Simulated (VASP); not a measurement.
A run of VASP 6.6.1 is set up as follows.

INCAR

```
SYSTEM = Ba
PREC = Accurate
ENCUT = 520
EDIFF = 1E-6
ISMEAR = -1
SIGMA = 0.05
LREAL = .False.
LASPH = .True.
NELM = 60
ALGO = Normal
ISIF = 2
LWAVE = .False.
LCHARG = .False.
GGA = PE
NBANDS = 11
```

Contents of KPOINTS:

```
Automatic mesh
0
Gamma
  8 8 8
  0 0 0
```

POSCAR

```
Ba
1.0
   -2.5230998215      2.5230998215      2.5230998215
    2.5230998215     -2.5230998215      2.5230998215
    2.5230998215      2.5230998215     -2.5230998215
Ba
1
Direct
    0.0000000000      0.0000000000      0.0000000000
```

Potentials or basis: VASP PAW PBE potentials, release 64 (Ba_sv).

The run is started by

```sh
$ cat potpaw_PBE.64/Ba_sv/POTCAR > POTCAR
$ mpirun -np 1 vasp_std > vasp.out
```

**Question.** Estimate the band gap on the k mesh.

**Answer.** Zero (band 5 reaches 2.09 eV, above the bottom of band 6 at 1.06 eV).

**Question.** What does it give for the pressure?

**Answer.** -0.1 GPa.

Caveat: spin-orbit coupling is left out, which moves the levels of the heavy elements.
